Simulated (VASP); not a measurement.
A run of VASP 6.6.1 is set up as follows.

INCAR

```
PREC = Accurate ; ENCUT = 520
EDIFF = 1E-6 ; ISMEAR = 0
SIGMA = 0.1 ; LREAL = False
LASPH = True ; NELM = 80
ALGO = Normal ; ISIF = 2
LWAVE = False ; LCHARG = True
GGA = PE ; LELF = True
LVHAR = True ; NBANDS = 32
```

KPOINTS

```
Automatic mesh
0
Gamma
  3 3 6
```

The input POSCAR:

```
Hf3Si2F
1.0
    6.5380239325      0.0000000000      0.0000000000
   -3.2690119662      5.6620948161      0.0000000000
    0.0000000000      0.0000000000      3.7191522402
Hf Si F
3 2 1
Direct
    0.5000000000      0.0000000000      0.5000000000
    0.5000000000      0.5000000000      0.5000000000
    0.0000000000      0.5000000000      0.5000000000
    0.3333333333      0.6666666667      0.0000000000
    0.6666666667      0.3333333333      0.0000000000
    0.0000000000      0.0000000000      0.0000000000
```

Potentials or basis: VASP PAW PBE potentials, release 64 (Hf_pv, Si, F).

Run with:

```sh
$ cat potpaw_PBE.64/Hf_pv/POTCAR potpaw_PBE.64/Si/POTCAR potpaw_PBE.64/F/POTCAR > POTCAR
$ mpirun -np 1 vasp_std > vasp.out
```

Q: Predict the pressure.

A: -0.2 GPa.

Caveat: the k points lie up to 0.37 Å⁻¹ apart; an odd number of electrons without spin polarisation forces a metal; a magnetic or distorted state may lie lower.
